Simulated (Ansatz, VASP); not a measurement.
## One calculation of CaB6, two programs

```
Ca B
1.0
     4.16821    0.00000    0.00000
     0.00000    4.16821    0.00000
     0.00000    0.00000    4.16821
Ca B
1 6
Direct
  0.50000 0.50000 0.50000
  0.00000 0.00000 0.29780
  0.00000 0.00000 0.70220
  0.29780 0.00000 0.00000
  0.70220 0.00000 0.00000
  0.00000 0.29780 0.00000
  0.00000 0.70220 0.00000
```

Alike in both runs: functional PBEsol; k mesh 10 × 10 × 10; occupations gaussian, width 0.1 eV; no spin polarisation.

Ansatz relaxed the structure, and its values are those at the end. VASP's run is a single point on that final structure, the one shown.

|  | VASP | Ansatz |
| --- | --- | --- |
| version | VASP 6.6.1 | Ansatz 0.2.0 |
| potentials or method | VASP PAW PBE potentials, release 64 (Ca_sv, B), cutoff 520 eV | scalar-relativistic, plane waves, PAW |
| valence electrons in the cell | 28 | 28 |

|  | VASP | Ansatz | Ansatz less VASP |
| --- | --- | --- | --- |
| gap on the k mesh at the Fermi level (eV) | 0.04 | 0.04 | +0.003 |
| least direct gap on the mesh (eV) | 0.04 | 0.04 | +0.003 |
| pressure (GPa) | -4.0 | -4.3 | -0.27 |
| rms of the force components (eV/Å) | 0.016 | 0.000 | -0.0154 |

VASP's potentials were made for PBE, not for PBEsol. Ansatz's warnings: stress scf threshold loose.
